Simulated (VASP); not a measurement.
# Si16C (a cell with a defect) in VASP: single point with PBE

Aim: the single point of Si16C (a cell with a defect) with PBE.

All numbers are computed with VASP 6.6.1; they aren't measurements. Logs are shortened: lines on timing, memory, paths and dates and some standing lists are left out, and cuts for length are marked.

## (1) The cell of the first run

The cell holds a defect, 17 atoms: a = 7.679 Å, b = 7.679 Å, c = 7.679 Å, α = 60.00°, β = 60.00°, γ = 60.00°.

## (2) Single point, PBE, collinear spin

File INCAR:

```
PREC     = Accurate       # precision mode
ENCUT    = 520            # plane-wave cutoff, eV
EDIFF    = 1E-6           # SCF threshold, eV
ISMEAR   = -1             # smearing method
SIGMA    = 0.05           # smearing width, eV
LREAL    = Auto         
LASPH    = T              # aspherical terms in the spheres
NELM     = 150            # most SCF steps
ALGO     = Normal         # electronic algorithm
ISIF     = 2              # what is computed and relaxed
LWAVE    = F              # write WAVECAR
LCHARG   = T              # write CHGCAR
ISPIN    = 2              # spin polarisation
MAGMOM   = 0 0 0 0 0 0 0 0 0 0 0 0 0 0 0 0 1 # initial moments
LORBIT   = 11             # projections on sites
GGA      = PE             # functional
LELF     = T              # ELF
LVHAR    = T            
NBANDS   = 52             # bands
```

File KPOINTS:

```
Automatic mesh
0
Gamma
  2 2 2
```

File POSCAR:

```
Si16C
1.0
    0.0000000000      5.4300000000      5.4300000000
    5.4300000000      0.0000000000      5.4300000000
    5.4300000000      5.4300000000      0.0000000000
Si C
16 1
Direct
   -0.0063329952      0.0142654462     -0.0223319459
    0.1266890020      0.1479592728      0.0788585536
   -0.0276698734      0.0273430319      0.4729123069
    0.1036232223      0.1389091080      0.6042362511
   -0.0042276573      0.5158275639     -0.0219439858
    0.1078144081      0.6409275811      0.1143853028
   -0.0128608254      0.5127853863      0.4878671179
    0.1038945406      0.6532658616      0.6045617598
    0.5676603230     -0.0707435490      0.0680077762
    0.6297574754      0.1505954317      0.1303549056
    0.4770644983      0.0141565619      0.4942299026
    0.5783097404      0.1479612940      0.6271084698
    0.4808960433      0.5189311626     -0.0183047014
    0.6332321263      0.5813559588      0.1339117476
    0.4774001561      0.5158427688      0.4964284366
    0.6136849795      0.6408178307      0.6086402309
    0.4053862359      0.0875351887      0.9058413719
```

Potentials or basis: VASP PAW PBE potentials, release 64 (Si, C).

Command:

```console
$ cat potpaw_PBE.64/Si/POTCAR potpaw_PBE.64/C/POTCAR > POTCAR
$ mpirun -np 1 vasp_std > vasp.out
```

OUTCAR:

```text
PREC = Accurate
   ENCUT = 520
   EDIFF = 1E-6
   ISMEAR = -1
   LREAL = Auto
   LASPH = T
   NELM = 150
   ISIF = 2
   ISPIN = 2
   LORBIT = 11
   GGA = PE

 ion  position               nearest neighbor table
   1  0.994  0.014  0.978-  10 2.30   2 2.31   6 2.34   4 2.34
   2  0.127  0.148  0.079-  17 1.83   1 2.31   5 2.31   3 2.48   9 2.91
   3  0.972  0.027  0.473-   8 2.35   4 2.35  12 2.48   2 2.48
   4  0.104  0.139  0.604-   1 2.34  11 2.34   7 2.35   3 2.35
   5  0.996  0.516  0.978-  14 2.30   2 2.31   6 2.34   8 2.34
   6  0.108  0.641  0.114-  13 2.34   7 2.34   1 2.34   5 2.34
   7  0.987  0.513  0.488-  16 2.34   6 2.34   4 2.35   8 2.35
   8  0.104  0.653  0.605-   5 2.34  15 2.34   7 2.35   3 2.35
   9  0.568  0.929  0.068-  17 1.76  10 2.28  14 2.28  12 2.91   2 2.91
  10  0.630  0.151  0.130-   9 2.28  11 2.30   1 2.30  13 2.34
  11  0.477  0.014  0.494-  10 2.30  12 2.31  16 2.34   4 2.34
  12  0.578  0.148  0.627-  17 1.83  15 2.31  11 2.31   3 2.48   9 2.91
  13  0.481  0.519  0.982-  10 2.34  14 2.34  16 2.34   6 2.34
  14  0.633  0.581  0.134-   9 2.28  15 2.30   5 2.30  13 2.34
  15  0.477  0.516  0.496-  14 2.30  12 2.31  16 2.34   8 2.34
  16  0.614  0.641  0.609-  13 2.34   7 2.34  11 2.34  15 2.34
  17  0.405  0.088  0.906-   9 1.76  12 1.83   2 1.83

  LATTYP: Found a face centered cubic cell.
 ALAT       =    10.8600000000

  Lattice vectors:

 A1 = (   0.0000000000,   5.4300000000,   5.4300000000)
 A2 = (   5.4300000000,   0.0000000000,   5.4300000000)
 A3 = (   5.4300000000,   5.4300000000,   0.0000000000)

Analysis of symmetry for initial positions (statically):
=====================================================================
 Subroutine PRICEL returns:
 Original cell was already a primitive cell.

 Routine SETGRP: Setting up the symmetry group for a
 face centered cubic supercell.

 Subroutine GETGRP returns: Found  1 space group operations
 (whereof  1 operations were pure point group operations)
 out of a pool of 48 trial point group operations.

The static configuration has the point symmetry C_1 .

Analysis of symmetry for dynamics (positions and initial velocities):
=====================================================================
 Subroutine PRICEL returns:
 Original cell was already a primitive cell.

 Routine SETGRP: Setting up the symmetry group for a
 face centered cubic supercell.

 Subroutine GETGRP returns: Found  1 space group operations
 (whereof  1 operations were pure point group operations)
 out of a pool of 48 trial point group operations.

The dynamic configuration has the point symmetry C_1 .

Analysis of structural, dynamic, and magnetic symmetry:
=====================================================================
 Subroutine PRICEL returns:
 Original cell was already a primitive cell.

 Routine SETGRP: Setting up the symmetry group for a
 face centered cubic supercell.

 Subroutine GETGRP returns: Found  1 space group operations
 (whereof  1 operations were pure point group operations)
 out of a pool of 48 trial point group operations.

The overall configuration has the point symmetry C_1 .

 Subroutine INISYM returns: Found  1 space group operations
 (whereof  1 operations are pure point group operations),
 and found     1 'primitive' translations

----------------------------------------------------------------------------------------

                                     Primitive cell

  volume of cell :     320.2060

  direct lattice vectors                    reciprocal lattice vectors
     0.000000000  5.430000000  5.430000000    -0.092081031  0.092081031  0.092081031
     5.430000000  0.000000000  5.430000000     0.092081031 -0.092081031  0.092081031
     5.430000000  5.430000000  0.000000000     0.092081031  0.092081031 -0.092081031

  length of vectors
     7.679179644  7.679179644  7.679179644     0.159489025  0.159489025  0.159489025

  position of ions in fractional coordinates (direct lattice)
     0.993667005  0.014265446  0.977668054
     0.126689002  0.147959273  0.078858554
     0.972330127  0.027343032  0.472912307
     0.103623222  0.138909108  0.604236251
     0.995772343  0.515827564  0.978056014
     0.107814408  0.640927581  0.114385303
[... 9 lines left out ...]
     0.613684980  0.640817831  0.608640231
     0.405386236  0.087535189  0.905841372
[... 61 lines left out ...]
   dimension x,y,z NGXF=   120 NGYF=  120 NGZF=  120
   ions per type =              16   1
   NGX,Y,Z   is equivalent  to a cutoff of  12.99, 12.99, 12.99 a.u.
   NGXF,Y,Z  is equivalent  to a cutoff of  25.98, 25.98, 25.98 a.u.
 SYSTEM =  unknown system
   PREC   = accura    normal or accurate (medium, high low for compatibility)
   ISTART =      0    job   : 0-new  1-cont  2-samecut
   ICHARG =      2    charge: 1-file 2-atom 10-const
   ISPIN  =      2    spin polarized calculation?
   LNONCOLLINEAR =      F non collinear calculations
   LSORBIT =      F    spin-orbit coupling
   LASPH  =      T    aspherical Exc in radial PAW
   ENCUT  =  520.0 eV  38.22 Ry    6.18 a.u.  14.28 14.28 14.28*2*pi/ulx,y,z
   NELM   =    150;   NELMIN=  2; NELMDL= -5     # of ELM steps
   EDIFF  = 0.1E-05   stopping-criterion for ELM
   LREAL  =      T    real-space projection
   EDIFFG = 0.1E-04   stopping-criterion for IOM
   NSW    =      0    number of steps for IOM
   IBRION =     -1    ionic relax: 0-MD 1-quasi-New 2-CG
   NFREE  =      0    steps in history (QN), initial steepest desc. (CG)
   ISIF   =      2    stress and relaxation
   ISYM   =      2    0-nonsym 1-usesym 2-fastsym
   POTIM  = 0.5000    time-step for ionic-motion
   TEBEG  =    0.0;   TEEND  =   0.0 temperature during run
   PSTRESS=    0.0 pullay stress
   NELECT =      68.0000    total number of electrons
   NUPDOWN=      -1.0000    fix difference up-down
   EMIN   =  10.00;   EMAX   =-10.00  energy-range for DOS
   EFERMI =   0.00;   METHOD = LEGACY
   ISMEAR =    -1;   SIGMA  =   0.05  broadening in eV -4-tet -1-fermi 0-gaus
   EFERMI_NEDOS =   21; number of points for ismear=-14 and -15
   IALGO  =     38    algorithm
   IMIX   =      4    mixing-type and parameters
     AMIX     =   0.40;   BMIX     =  1.00
     AMIX_MAG =   1.60;   BMIX_MAG =  1.00
  volume/ion in A,a.u.               =      18.84       127.11
  Fermi-wavevector in a.u.,A,eV,Ry     =   0.976715  1.845724 12.979587  0.953973
  Thomas-Fermi vector in A             =   2.107356
   LORBIT       =     11    0 simple, 1 ext, 2 COOP (PROOUT), +10 PAW based schemes
   GGA     = PE    functional components
   LHFCALC =     F    Hartree Fock is set to
   AEXX    =    0.0000 exact exchange contribution
   IVDW    =     0    specifies the selected vdW correction
   LEPSILON=     F    determine dielectric tensor
   LRPA    =     F    only Hartree local field effects (RPA)
 spin polarized calculation
  energy-cutoff  :      520.00
  volume of cell :      320.21
 maximum number of plane-waves:      8646
 NGX is ok and might be reduce to    60
   NGX = 29   NGY = 29   NGZ = 29

 number of electron      68.0000000 magnetization       0.0004176

 Free energy of the ion-electron system (eV)
  ---------------------------------------------------
  ext. energy  EPLUGINS =         0.00000000
  ---------------------------------------------------
  free energy    TOTEN  =       -91.12887614 eV

  energy without entropy =      -91.09921724  energy(sigma->0) =      -91.11404669

 E-fermi :   6.4219     XC(G=0):  -9.5544

 val. band max:        6.3823218522   @ k =   0.0000   0.0000   0.5000
 cond. band min:       6.6524613188   @ k =   0.0000   0.0000   0.0000
 fundamental gap:      0.2701394666
 Fermi energy:         6.4219289256

 spin component 1

 k-point     1 :       0.0000    0.0000    0.0000
  band No.  band energies     occupation
      1      -6.9816      1.00000
      2      -5.3238      1.00000
      3      -3.8352      1.00000
      4      -3.8148      1.00000
      5      -3.7912      1.00000
      6      -2.9357      1.00000
[... 381 lines left out ...]
     45      10.4071      0.00000
     46      10.4124      0.00000
 Fermi energy:         6.4219289256

 spin component 2

 k-point     1 :       0.0000    0.0000    0.0000
  band No.  band energies     occupation
      1      -6.9815      1.00000
      2      -5.3238      1.00000
      3      -3.8352      1.00000
      4      -3.8148      1.00000
      5      -3.7912      1.00000
      6      -2.9357      1.00000
[... 381 lines left out ...]
     45      10.4071      0.00000
     46      10.4125      0.00000
 [bands above 46 left out]

------------------------ aborting loop because EDIFF is reached ----------------------------------------

  FORCE on cell =-STRESS in cart. coord.  units (eV):
  Direction    XX          YY          ZZ          XY          YZ          ZX
  --------------------------------------------------------------------------------------
  -------------------------------------------------------------------------------------
  Total        6.6870665     13.9424369      6.6846211     -0.0597437     -0.0659128      2.6415929
  in kB       33.4592914     69.7621388     33.4470555     -0.2989328     -0.3297999     13.2174288
  external PRESSURE =      45.5561619 kB  Pullay stress =       0.0000000 kB

 VOLUME and BASIS-vectors are now :
 -----------------------------------------------------------------------------
  energy-cutoff  :      520.00
  volume of cell :      320.21
      direct lattice vectors                 reciprocal lattice vectors
     0.000000000  5.430000000  5.430000000    -0.092081031  0.092081031  0.092081031
     5.430000000  0.000000000  5.430000000     0.092081031 -0.092081031  0.092081031
     5.430000000  5.430000000  0.000000000     0.092081031  0.092081031 -0.092081031

 POSITION                                       TOTAL-FORCE (eV/Angst)
 -----------------------------------------------------------------------------------
      5.38620     10.70435      5.47307         0.004746      0.001311     -0.007765
      1.23162      1.11612      1.49134        -0.004993     -0.001865     -0.007694
      2.71639      7.84767      5.42823         0.005732     -0.007709      0.006258
      4.03528      3.84368      1.31695         0.012296      0.011074      0.012316
      8.11179     10.71789      8.20799        -0.002138     -0.002027     -0.007097
      4.10135      1.20654      4.06567        -0.012762     -0.001240      0.005515
[... 9 lines left out ...]
      6.78456      6.63723      6.81195         0.005317     -0.003466     -0.012105
      5.39403      7.11997      2.67656         0.002709     -0.001514      0.003634
 -----------------------------------------------------------------------------------
    total drift:                               -0.006726      0.008498     -0.008093

  FREE ENERGIE OF THE ION-ELECTRON SYSTEM (eV)
  ---------------------------------------------------
  free  energy   TOTEN  =       -91.1288761384 eV

  energy  without entropy=      -91.0992172355  energy(sigma->0) =      -91.11404669

 total charge

# of ion       s       p       d       tot
------------------------------------------
    1        0.751   0.958   0.000   1.709
    2        0.746   0.931   0.000   1.677
    3        0.749   0.905   0.000   1.654
    4        0.739   0.959   0.000   1.697
    5        0.750   0.959   0.000   1.709
    6        0.740   0.958   0.000   1.698
[... 9 lines left out ...]
   16        0.740   0.959   0.000   1.698
   17        0.881   1.614   0.000   2.495
--------------------------------------------------
tot         12.874  16.823   0.000  29.697

 magnetization (x)

# of ion       s       p       d       tot
------------------------------------------
    1        0.000   0.000   0.000   0.000
    2        0.000   0.000   0.000   0.000
    3        0.000   0.000   0.000   0.000
    4        0.000  -0.000   0.000   0.000
    5        0.000   0.000   0.000   0.000
    6        0.000   0.000   0.000   0.000
[... 9 lines left out ...]
   16        0.000   0.000   0.000   0.000
   17        0.000   0.000   0.000   0.000
--------------------------------------------------
tot          0.000   0.000   0.000   0.000
```

Run time: 11 min. Hardware: 1 thread of Intel Xeon Platinum 8375C at 2.90GHz (Ice Lake), shared host; peak memory 0.71 GiB.

Results:

```
Free energy                                           : -91.1289 eV
Pressure                                              : 4.6 GPa
Largest force                                         : 0.021 eV/Å
Band gap on the k mesh                                : zero (filled and empty bands overlap)
Net moment                                            : 0.00 μB per cell
Valence electrons inside the program's atomic spheres : Si 1.71, 1.68, 1.65, 1.70, 1.72, 1.73 (each value once); C 2.50
```

Forces on the atoms (eV/Å):
```
Si   0.005  0.001 -0.008
Si  -0.005 -0.002 -0.008
Si   0.006 -0.008  0.006
Si   0.012  0.011  0.012
Si  -0.002 -0.002 -0.007
Si  -0.013 -0.001  0.006
Si   0.004 -0.006  0.004
Si  -0.001  0.004 -0.001
Si  -0.003  0.005 -0.003
Si  -0.004 -0.002 -0.003
Si  -0.005  0.002  0.007
Si  -0.006 -0.002 -0.005
Si   0.002  0.005  0.001
Si   0.009 -0.001  0.011
Si  -0.007 -0.001 -0.003
Si   0.005 -0.003 -0.012
C    0.003 -0.002  0.004
```

Stress tensor (GPa, compression positive):
```
 3.35 -0.03  1.32
-0.03  6.98 -0.03
 1.32 -0.03  3.34
```

Caveat: the k points lie up to 0.50 Å⁻¹ apart, too coarse for converged energies and pressures of a metal.
